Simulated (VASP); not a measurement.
# PbSe (Clausthalite) in VASP: further runs

PbSe (Clausthalite) is run at these levels: revPBE; tasks: single point.

Program: VASP 6.6.1. These are calculated values, not measurements. Logs are shortened: lines on timing, memory, paths and dates and some standing lists are left out, and cuts for length are marked.

## 1. The cell of the first run

The cell holds a slab with vacuum, 6 atoms: a = 4.328 Å, b = 4.328 Å, c = 14.121 Å, α = 90.00°, β = 90.00°, γ = 90.00°.

## 2. Single point, revPBE

The input, INCAR:

```
SYSTEM = PbSe
ALGO = Normal
DIPOL = 0.5 0.5 0.500
EDIFF = 1E-6
ENCUT = 400
GGA = RE
GGA_COMPAT = .FALSE.
IDIPOL = 3
ISIF = 2
ISMEAR = 1
LASPH = .TRUE.
LCHARG = .FALSE.
LDIPOL = .TRUE.
LREAL = .FALSE.
LWAVE = .FALSE.
NBANDS = 39
NELM = 120
NELMDL = -8
PREC = Accurate
SIGMA = 0.1
```

The input, KPOINTS:

```
k-points
0
G
  3 3 1
  0 0 0
```

The input, POSCAR:

```
PbSe
1.0
    4.3284127397      0.0000000000      0.0000000000
    0.0000000000      4.3284127397      0.0000000000
    0.0000000000      0.0000000000     14.1213000000
Pb Se
3 3
Direct
    0.0000000000      0.0000000000      0.2832600398
    0.5000000000      0.5000000000      0.5000000000
    0.0000000000      0.0000000000      0.7167399602
    0.5000000000      0.5000000000      0.2832600398
    0.0000000000      0.0000000000      0.5000000000
    0.5000000000      0.5000000000      0.7167399602
```

Potentials or basis: VASP PAW PBE potentials, release 64 (Pb_d, Se).

Started as:

```bash
$ cat potpaw_PBE.64/Pb_d/POTCAR potpaw_PBE.64/Se/POTCAR > POTCAR
$ mpirun -np 1 vasp_std > vasp.out
```

OUTCAR:

```text
SYSTEM = PbSe
   EDIFF = 1E-6
   ENCUT = 400
   GGA = RE
   ISIF = 2
   ISMEAR = 1
   LASPH = .TRUE.
   LREAL = .FALSE.
   NELM = 120
   NELMDL = -8
   PREC = Accurate

 ion  position               nearest neighbor table
   1  0.000  0.000  0.283-   5 3.06   4 3.06   4 3.06   4 3.06   4 3.06
   2  0.500  0.500  0.500-   4 3.06   6 3.06   5 3.06   5 3.06   5 3.06   5 3.06
   3  0.000  0.000  0.717-   5 3.06   6 3.06   6 3.06   6 3.06   6 3.06
   4  0.500  0.500  0.283-   2 3.06   1 3.06   1 3.06   1 3.06   1 3.06
   5  0.000  0.000  0.500-   1 3.06   3 3.06   2 3.06   2 3.06   2 3.06   2 3.06
   6  0.500  0.500  0.717-   2 3.06   3 3.06   3 3.06   3 3.06   3 3.06

  LATTYP: Found a simple tetragonal cell.
 ALAT       =     4.3284127397
 C/A-ratio  =     3.2624661393

  Lattice vectors:

 A1 = (   4.3284127397,   0.0000000000,   0.0000000000)
 A2 = (   0.0000000000,   4.3284127397,   0.0000000000)
 A3 = (   0.0000000000,   0.0000000000,  14.1213000000)

Analysis of symmetry for initial positions (statically):
=====================================================================
 Subroutine PRICEL returns:
 Original cell was already a primitive cell.

 Routine SETGRP: Setting up the symmetry group for a
 simple tetragonal supercell.

 Subroutine GETGRP returns: Found 16 space group operations
 (whereof 16 operations were pure point group operations)
 out of a pool of 16 trial point group operations.

The static configuration has the point symmetry D_4h.

Analysis of symmetry for dynamics (positions and initial velocities):
=====================================================================
 Subroutine PRICEL returns:
 Original cell was already a primitive cell.

 Routine SETGRP: Setting up the symmetry group for a
 simple tetragonal supercell.

 Subroutine GETGRP returns: Found 16 space group operations
 (whereof 16 operations were pure point group operations)
 out of a pool of 16 trial point group operations.

The dynamic configuration has the point symmetry D_4h.

 Subroutine INISYM returns: Found 16 space group operations
 (whereof 16 operations are pure point group operations),
 and found     1 'primitive' translations

----------------------------------------------------------------------------------------

                                     Primitive cell

  volume of cell :     264.5648
[... 82 lines left out ...]
   ISYM   =      2    0-nonsym 1-usesym 2-fastsym
   POTIM  = 0.5000    time-step for ionic-motion
   TEBEG  =    0.0;   TEEND  =   0.0 temperature during run
   PSTRESS=    0.0 pullay stress
   NELECT =      60.0000    total number of electrons
   NUPDOWN=      -1.0000    fix difference up-down
   EMIN   =  10.00;   EMAX   =-10.00  energy-range for DOS
   EFERMI =   0.00;   METHOD = LEGACY
   ISMEAR =     1;   SIGMA  =   0.10  broadening in eV -4-tet -1-fermi 0-gaus
   EFERMI_NEDOS =   21; number of points for ismear=-14 and -15
   IALGO  =     38    algorithm
   IMIX   =      4    mixing-type and parameters
     AMIX     =   0.40;   BMIX     =  1.00
     AMIX_MAG =   1.60;   BMIX_MAG =  1.00
  volume/ion in A,a.u.               =      44.09       297.56
  Fermi-wavevector in a.u.,A,eV,Ry     =   0.998346  1.886601 13.560865  0.996695
  Thomas-Fermi vector in A             =   2.130564
   LORBIT       =      0    0 simple, 1 ext, 2 COOP (PROOUT), +10 PAW based schemes
   GGA     = RE    functional components
   LHFCALC =     F    Hartree Fock is set to
   AEXX    =    0.0000 exact exchange contribution
   IVDW    =     0    specifies the selected vdW correction
   LEPSILON=     F    determine dielectric tensor
   LRPA    =     F    only Hartree local field effects (RPA)
 non-spin polarized calculation
 Methfessel and Paxton  Order N= 1 SIGMA  =   0.10
  energy-cutoff  :      400.00
  volume of cell :      264.56
 maximum number of plane-waves:      4816
   NGX = 15   NGY = 15   NGZ = 47

 dipolmoment           0.000000      0.000000     -0.000000 electrons x Angstroem

 number of electron      59.9999995 magnetization

 dipolmoment           0.000000      0.000000      0.000000 electrons x Angstroem

 Free energy of the ion-electron system (eV)
  ---------------------------------------------------
  ext. energy  EPLUGINS =         0.00000000
  ---------------------------------------------------
  free energy    TOTEN  =       -22.63890372 eV

  energy without entropy =      -22.64148056  energy(sigma->0) =      -22.63976267

 E-fermi :   1.4083     XC(G=0):  -6.8389

 val. band max:        1.3240665488   @ k =   0.3333   0.0000   0.0000
 cond. band min:       2.9523773487   @ k =   0.3333   0.0000   0.0000
 fundamental gap:      1.6283107999
 Fermi energy:         1.4082547705

 k-point     1 :       0.0000    0.0000    0.0000
  band No.  band energies     occupation
      1     -15.2233      2.00000
      2     -15.2091      2.00000
      3     -15.1300      2.00000
      4     -15.1300      2.00000
      5     -15.1295      2.00000
      6     -15.1295      2.00000
[... 115 lines left out ...]
     38       6.7367      0.00000
     39       7.1101      0.00000

------------------------ aborting loop because EDIFF is reached ----------------------------------------

 vacuum level on the upper side and lower side of the slab       (xc-potential included)        -1.566        -1.566

  FORCE on cell =-STRESS in cart. coord.  units (eV):
  Direction    XX          YY          ZZ          XY          YZ          ZX
  --------------------------------------------------------------------------------------
  -------------------------------------------------------------------------------------
  Total        1.3550991      1.3550991      0.4155903      0.0000000      0.0000000      0.0000000
  in kB        8.2063423      8.2063423      2.5167728      0.0000000      0.0000000      0.0000000
  external PRESSURE =       6.3098191 kB  Pullay stress =       0.0000000 kB

 VOLUME and BASIS-vectors are now :
 -----------------------------------------------------------------------------
  energy-cutoff  :      400.00
  volume of cell :      264.56
      direct lattice vectors                 reciprocal lattice vectors
     4.328412740  0.000000000  0.000000000     0.231031572  0.000000000  0.000000000
     0.000000000  4.328412740  0.000000000     0.000000000  0.231031572  0.000000000
     0.000000000  0.000000000 14.121300000     0.000000000  0.000000000  0.070815010

 POSITION                                       TOTAL-FORCE (eV/Angst)
 -----------------------------------------------------------------------------------
      0.00000      0.00000      4.00000        -0.000000      0.000000      0.121846
      2.16421      2.16421      7.06065        -0.000000     -0.000000      0.000000
      0.00000      0.00000     10.12130        -0.000000      0.000000     -0.121846
      2.16421      2.16421      4.00000         0.000000     -0.000000     -0.218013
      0.00000      0.00000      7.06065        -0.000000     -0.000000      0.000000
      2.16421      2.16421     10.12130         0.000000      0.000000      0.218013
 -----------------------------------------------------------------------------------
    total drift:                                0.000000      0.000000      0.000000

  FREE ENERGIE OF THE ION-ELECTRON SYSTEM (eV)
  ---------------------------------------------------
  free  energy   TOTEN  =       -22.6389037180 eV

  energy  without entropy=      -22.6414805648  energy(sigma->0) =      -22.63976267

 vacuum level on the upper side and lower side of the slab         4.377         4.377
```

stdout:

```text
POSCAR found type information on POSCAR PbSe
 POSCAR found :  2 types and       6 ions
 scaLAPACK will be used
 -----------------------------------------------------------------------------
|                                                                             |
|                                                                             |
|     You enforced a specific xc type in the INCAR file but a different       |
|     I HOPE YOU KNOW WHAT YOU ARE DOING!                                     |
|                                                                             |
 -----------------------------------------------------------------------------

 LDA part: xc-table for (Slater+PW92), standard interpolation
 POSCAR, INCAR and KPOINTS ok, starting setup
 FFT: planning ... GRIDC
 FFT: planning ... GRID_SOFT
 FFT: planning ... GRID
 WAVECAR not read
 entering main loop
```

Wall time 21 s (1 thread of Intel Xeon 6975P-C (Granite Rapids), shared host); peak memory 0.25 GiB.

What came out:

```yaml
Free_energy: -22.6389 eV
Largest_force: 0.218 eV/Å
Band_gap_on_the_k_mesh: 1.63 eV, direct
```

Forces in eV/Å, atoms in the order of the input:
```
Pb   0.000  0.000  0.122
Pb   0.000  0.000  0.000
Pb   0.000  0.000 -0.122
Se   0.000  0.000 -0.218
Se   0.000  0.000  0.000
Se   0.000  0.000  0.218
```

Caveat: the k points lie up to 0.48 Å⁻¹ apart; the PAW data sets were made with another functional, which shifts forces and pressure a little; spin-orbit coupling is left out, which moves the levels of the heavy elements.

## 3. Single point, revPBE

This run uses another cell than the first one, of 50.34 Å³/atom, 1.142 times its volume.

The input, INCAR:

```
PREC     = Accurate       # precision mode
ENCUT    = 400            # plane-wave cutoff, eV
EDIFF    = 1E-6           # SCF threshold, eV
ISMEAR   = 1              # smearing method
SIGMA    = 0.1            # smearing width, eV
LREAL    = F              # projectors in reciprocal space
LASPH    = T              # aspherical terms in the spheres
NELM     = 120            # most SCF steps
ALGO     = Normal         # electronic algorithm
ISIF     = 2              # what is computed and relaxed
LWAVE    = F              # write WAVECAR
LCHARG   = F              # write CHGCAR
LDIPOL   = T            
IDIPOL   = 3            
DIPOL    = 0.5 0.5 0.500
GGA      = RE             # functional
NBANDS   = 39             # bands
GGA_COMPAT= F            
NELMDL   = -8
```

The input, KPOINTS:

```
regular mesh
0
Gamma
  3 3 1
```

The input, POSCAR:

```
PbSe
1.0
    4.3284127397      0.0000000000      0.0000000000
    0.0000000000      4.3284127397      0.0000000000
    0.0000000000      0.0000000000     16.1213000000
Pb Se
3 3
Direct
    0.0000000000      0.0000000000      0.3101486853
    0.5000000000      0.5000000000      0.5000000000
    0.0000000000      0.0000000000      0.6898513147
    0.5000000000      0.5000000000      0.3101486853
    0.0000000000      0.0000000000      0.5000000000
    0.5000000000      0.5000000000      0.6898513147
```

Potentials or basis: VASP PAW PBE potentials, release 64 (Pb_d, Se).

Started as:

```bash
$ cat potpaw_PBE.64/Pb_d/POTCAR potpaw_PBE.64/Se/POTCAR > POTCAR
$ mpirun -np 1 vasp_std > vasp.out
```

Run time: 34 s. Hardware: 1 thread of Intel Xeon 6975P-C (Granite Rapids), shared host; peak memory 0.27 GiB.

The run converged. Its results:

- Free energy: -22.6337 eV
- Largest force: 0.219 eV/Å
- Band gap on the k mesh: 1.64 eV, direct

Forces in eV/Å, atoms in the order of the input:
```
Pb   0.000  0.000  0.125
Pb   0.000  0.000  0.000
Pb   0.000  0.000 -0.125
Se   0.000  0.000 -0.219
Se   0.000  0.000  0.000
Se   0.000  0.000  0.219
```

Levels at points of the mesh, in eV from the valence-band top:
```csv
k point,band 26,band 27,band 28,band 29,band 30,band 31,band 32,band 33,band 34,band 35
"(0.00, 0.00, 0.00)",-1.78,-1.39,-1.39,-1.32,-0.63,2.60,2.75,4.05,4.65,5.25
```

Caveat: the k points lie up to 0.48 Å⁻¹ apart; the PAW data sets were made with another functional, which shifts forces and pressure a little; spin-orbit coupling is left out, which moves the levels of the heavy elements.
